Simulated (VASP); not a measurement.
# Ir (P6/mmm) in VASP: further runs, part 2 of 2

VASP 6.6.1.

### Step 4. Single point, LDA (13.13 Å³/atom)

This run uses another cell than the first one, of 13.13 Å³/atom.

File INCAR:

```
  ALGO = Normal
  EDIFF = 1E-6
  ENCUT = 520
  ISIF = 2
  ISMEAR = -1
  LASPH = T
  LCHARG = T
  LELF = T
  LREAL = F
  LVHAR = T
  LWAVE = F
  NBANDS = 20
  NELM = 80
  PREC = Accurate
  SIGMA = 0.1
```

File KPOINTS:

```
k-points
0
Gamma
  10 10 13
```

File POSCAR:

```
Ir
1.0
    4.1947762757      0.0000000000      0.0000000000
   -2.0973881378      3.6327828179      0.0000000000
    0.0000000000      0.0000000000      2.5854419486
Ir
3
Direct
    1.0000000000      0.0000000000      0.0000000000
    0.3333333333      0.6666666667      0.5000000000
    0.6666666667      0.3333333333      0.5000000000
```

Launch:

```bash
> cat potpaw_LDA.64/Ir/POTCAR > POTCAR
> mpirun -np 1 vasp_std > vasp.out
```

Run time: 98 s. Hardware: 1 thread of Intel Xeon 8259CL, shared host; peak memory 0.19 GiB.

Results (log left out):

| Item | Value |
| --- | --- |
| Free energy | -29.5294 eV |
| Pressure | 41.7 GPa |
| Band gap on the k mesh | zero (an odd number of electrons rules out a gap without spin polarisation) |

Stress tensor (GPa, compression positive):
```
43.48  0.00  0.00
 0.00 43.48  0.00
 0.00  0.00 38.19
```

Levels at points of the mesh, in eV from the Fermi level:
```
           k point  band 11  band 12  band 13  band 14  band 15  band 16  band 17  band 18
(0.00, 0.00, 0.00)    -2.43    -2.43    -2.41    -2.41     1.45     1.45     6.86     8.22
(0.50, 0.00, 0.00)    -2.12    -0.64    -0.40     0.28     0.29     0.40     0.41     1.51
```

Caveat: the stress differs along the axes, from 38 to 43 GPa; spin-orbit coupling is left out, which moves the levels of the heavy elements.

### Step 5. Single point, LDA (13.70 Å³/atom)

This run uses another cell than the first one, of 13.70 Å³/atom.

File INCAR:

```
  PREC = Accurate
  ENCUT = 520
  EDIFF = 1E-6
  ISMEAR = -1
  SIGMA = 0.1
  LREAL = False
  LASPH = True
  NELM = 80
  ALGO = Normal
  ISIF = 2
  LWAVE = False
  LCHARG = True
  LELF = True
  LVHAR = True
  NBANDS = 20
```

File KPOINTS:

```
regular mesh
0
Gamma
  10 10 13
```

File POSCAR:

```
Ir
1.0
    4.2547097484      0.0000000000      0.0000000000
   -2.1273548742      3.6846867278      0.0000000000
    0.0000000000      0.0000000000      2.6223818244
Ir
3
Direct
    1.0000000000      0.0000000000      0.0000000000
    0.3333333333      0.6666666667      0.5000000000
    0.6666666667      0.3333333333      0.5000000000
```

Potentials or basis: VASP PAW LDA potentials, release 64 (Ir).

Launch:

```bash
> cat potpaw_LDA.64/Ir/POTCAR > POTCAR
> mpirun -np 1 vasp_std > vasp.out
```

OUTCAR:

```text
PREC = Accurate
   ENCUT = 520
   EDIFF = 1E-6
   ISMEAR = -1
   LREAL = False
   LASPH = True
   NELM = 80
   ISIF = 2

 ion  position               nearest neighbor table
   1  0.000  0.000  0.000-   2 2.78   3 2.78   2 2.78   3 2.78   2 2.78   2 2.78   3 2.78   3 2.78
                             3 2.78   3 2.78   2 2.78   2 2.78
   2  0.333  0.667  0.500-   3 2.46   3 2.46   3 2.46   1 2.78   1 2.78   1 2.78   1 2.78   1 2.78
                             1 2.78
   3  0.667  0.333  0.500-   2 2.46   2 2.46   2 2.46   1 2.78   1 2.78   1 2.78   1 2.78   1 2.78
                             1 2.78

  LATTYP: Found a hexagonal cell.
 ALAT       =     4.2547097484
 C/A-ratio  =     0.6163479954

  Lattice vectors:

 A1 = (   4.2547097484,   0.0000000000,   0.0000000000)
 A2 = (  -2.1273548742,   3.6846867278,   0.0000000000)
 A3 = (   0.0000000000,   0.0000000000,   2.6223818244)

Analysis of symmetry for initial positions (statically):
=====================================================================
 Subroutine PRICEL returns:
 Original cell was already a primitive cell.

 Routine SETGRP: Setting up the symmetry group for a
 hexagonal supercell.

 Subroutine GETGRP returns: Found 24 space group operations
 (whereof 24 operations were pure point group operations)
 out of a pool of 24 trial point group operations.

The static configuration has the point symmetry D_6h.

Analysis of symmetry for dynamics (positions and initial velocities):
=====================================================================
 Subroutine PRICEL returns:
 Original cell was already a primitive cell.

 Routine SETGRP: Setting up the symmetry group for a
 hexagonal supercell.

 Subroutine GETGRP returns: Found 24 space group operations
 (whereof 24 operations were pure point group operations)
 out of a pool of 24 trial point group operations.

The dynamic configuration has the point symmetry D_6h.

 Subroutine INISYM returns: Found 24 space group operations
[... 109 lines left out ...]
   PSTRESS=    0.0 pullay stress
   NELECT =      27.0000    total number of electrons
   NUPDOWN=      -1.0000    fix difference up-down
   EMIN   =  10.00;   EMAX   =-10.00  energy-range for DOS
   EFERMI =   0.00;   METHOD = LEGACY
   ISMEAR =    -1;   SIGMA  =   0.10  broadening in eV -4-tet -1-fermi 0-gaus
   EFERMI_NEDOS =   21; number of points for ismear=-14 and -15
   IALGO  =     38    algorithm
   IMIX   =      4    mixing-type and parameters
     AMIX     =   0.40;   BMIX     =  1.00
     AMIX_MAG =   1.60;   BMIX_MAG =  1.00
  volume/ion in A,a.u.               =      13.70        92.48
  Fermi-wavevector in a.u.,A,eV,Ry     =   1.423008  2.689095 27.551133  2.024951
  Thomas-Fermi vector in A             =   2.543651
   LORBIT       =      0    0 simple, 1 ext, 2 COOP (PROOUT), +10 PAW based schemes
   GGA     = CA    functional components
   LHFCALC =     F    Hartree Fock is set to
   AEXX    =    0.0000 exact exchange contribution
   IVDW    =     0    specifies the selected vdW correction
   LEPSILON=     F    determine dielectric tensor
   LRPA    =     F    only Hartree local field effects (RPA)
 non-spin polarized calculation
  energy-cutoff  :      520.00
  volume of cell :       41.11
 maximum number of plane-waves:      1120
 NGX is ok and might be reduce to    32
   NGX = 15   NGY = 15   NGZ =  9

 number of electron      27.0000001 magnetization

 Free energy of the ion-electron system (eV)
  ---------------------------------------------------
  ext. energy  EPLUGINS =         0.00000000
  ---------------------------------------------------
  free energy    TOTEN  =       -29.85370580 eV

  energy without entropy =      -29.71725001  energy(sigma->0) =      -29.78547790

 E-fermi :  10.8896     XC(G=0): -14.3067

 val. band max:       10.8845219788   @ k =   0.1000   0.0000   0.4615
 cond. band min:      10.8899080662   @ k =   0.3000   0.1000   0.3846
 fundamental gap:      0.0053860873
 Fermi energy:        10.8896283012

 k-point     1 :       0.0000    0.0000    0.0000
  band No.  band energies     occupation
      1      -0.5638      2.00000
      2       3.0672      2.00000
      3       5.6016      2.00000
      4       5.9295      2.00000
      5       5.9295      2.00000
      6       5.9622      2.00000
[... 541 lines left out ...]
     19      19.6826      0.00000
     20      24.6921      0.00000

 [... further k-points ...]
[... 5 lines left out ...]
  --------------------------------------------------------------------------------------
  -------------------------------------------------------------------------------------
  Total        5.2989069      5.2989069      4.5021432      0.0000000      0.0000000      0.0000000
  in kB      206.5049379    206.5049379    175.4540729      0.0000000      0.0000000      0.0000000
  external PRESSURE =     196.1546495 kB  Pullay stress =       0.0000000 kB

 VOLUME and BASIS-vectors are now :
 -----------------------------------------------------------------------------
  energy-cutoff  :      520.00
  volume of cell :       41.11
      direct lattice vectors                 reciprocal lattice vectors
     4.254709748  0.000000000  0.000000000     0.235033659  0.135696746  0.000000000
    -2.127354874  3.684686728  0.000000000     0.000000000  0.271393493  0.000000000
     0.000000000  0.000000000  2.622381824     0.000000000  0.000000000  0.381332722

 POSITION                                       TOTAL-FORCE (eV/Angst)
 -----------------------------------------------------------------------------------
      0.00000      0.00000      0.00000        -0.000000      0.000000      0.000000
     -0.00000      2.45646      1.31119         0.000000     -0.000000      0.000000
      2.12735      1.22823      1.31119        -0.000000      0.000000     -0.000000
 -----------------------------------------------------------------------------------
    total drift:                               -0.000000      0.000000      0.000000

  FREE ENERGIE OF THE ION-ELECTRON SYSTEM (eV)
  ---------------------------------------------------
  free  energy   TOTEN  =       -29.8537058024 eV

  energy  without entropy=      -29.7172500052  energy(sigma->0) =      -29.78547790
```

OSZICAR:

```text
N       E                     dE             d eps       ncg     rms          rms(c)
DAV:   1     0.274529228795E+03    0.27453E+03   -0.12009E+04  3928   0.133E+03
DAV:   2    -0.184652534150E+02   -0.29299E+03   -0.27836E+03  3932   0.408E+02
DAV:   3    -0.312099837964E+02   -0.12745E+02   -0.11892E+02  4720   0.968E+01
DAV:   4    -0.315027357273E+02   -0.29275E+00   -0.29131E+00  4488   0.135E+01
DAV:   5    -0.315087767714E+02   -0.60410E-02   -0.60404E-02  4496   0.184E+00    0.312E+01
DAV:   6    -0.301906087698E+02    0.13182E+01   -0.24153E+00  4528   0.171E+01    0.137E+01
DAV:   7    -0.304196662993E+02   -0.22906E+00   -0.44590E+00  5648   0.234E+01    0.778E+00
DAV:   8    -0.298664385110E+02    0.55323E+00   -0.27822E+00  5700   0.165E+01    0.178E+00
DAV:   9    -0.298537297027E+02    0.12709E-01   -0.46133E-02  4180   0.218E+00    0.280E-01
DAV:  10    -0.298537069101E+02    0.22793E-04   -0.12077E-03  5288   0.354E-01    0.499E-02
DAV:  11    -0.298537083700E+02   -0.14599E-05   -0.28438E-05  4480   0.407E-02    0.203E-02
DAV:  12    -0.298537059819E+02    0.23881E-05   -0.82838E-06  4436   0.336E-02    0.300E-03
DAV:  13    -0.298537058024E+02    0.17947E-06   -0.40275E-07  2392   0.750E-03
   1 F= -.29853706E+02 E0= -.29785478E+02  d E =-.136456E+00
```

Wall time 61 s (1 thread of Intel Xeon 8259CL, shared host); peak memory 0.19 GiB.

Results:

```
Free energy            : -29.8537 eV
Pressure               : 19.6 GPa
Band gap on the k mesh : zero (an odd number of electrons rules out a gap without spin polarisation)
```

Levels at points of the mesh, in eV from the Fermi level:
| k point | band 10 | band 11 | band 12 | band 13 | band 14 | band 15 | band 16 | band 17 | band 18 | band 19 |
| --- | --- | --- | --- | --- | --- | --- | --- | --- | --- | --- |
| (0.00, 0.00, 0.00) | -3.38 | -2.27 | -2.27 | -2.24 | -2.24 | 1.33 | 1.33 | 6.53 | 7.87 | 9.01 |
| (0.50, 0.00, 0.00) | -1.98 | -1.98 | -0.61 | -0.33 | 0.26 | 0.27 | 0.37 | 0.40 | 1.40 | 8.25 |

Caveat: the cell stands under pressure; spin-orbit coupling is left out, which moves the levels of the heavy elements.

### Step 6. The runs side by side

| cell | k mesh | gap on the mesh (eV) | pressure (GPa) |
| --- | --- | --- | --- |
| a = 4.313, b = 4.313, c = 2.658 Å, angles 90.0, 90.0, 120.0°, 3 atoms | 9 × 9 × 12 | none | 2.2 |
| a = 4.133, b = 4.133, c = 2.547 Å, angles 90.0, 90.0, 120.0°, 3 atoms | 10 × 10 × 13 | none | 69.8 |
| a = 4.195, b = 4.195, c = 2.585 Å, angles 90.0, 90.0, 120.0°, 3 atoms | 10 × 10 × 13 | none | 41.7 |
| a = 4.255, b = 4.255, c = 2.622 Å, angles 90.0, 90.0, 120.0°, 3 atoms | 10 × 10 × 13 | none | 19.6 |

Alike in all rows: task single point; level LDA; potentials or basis VASP PAW LDA potentials, release 64 (Ir); no spin polarisation; cutoff (eV) 520; smearing fermi-dirac 0.1 eV.

Caveats: spin-orbit coupling is left out, which moves the levels of the heavy elements; the stress differs along the axes, from 64 to 72 GPa (at least some runs); the stress differs along the axes, from 38 to 43 GPa (at least some runs); the cell stands under pressure (at least some runs).

Total energies depend on the potentials used, so only differences within one code and one set of settings carry meaning.
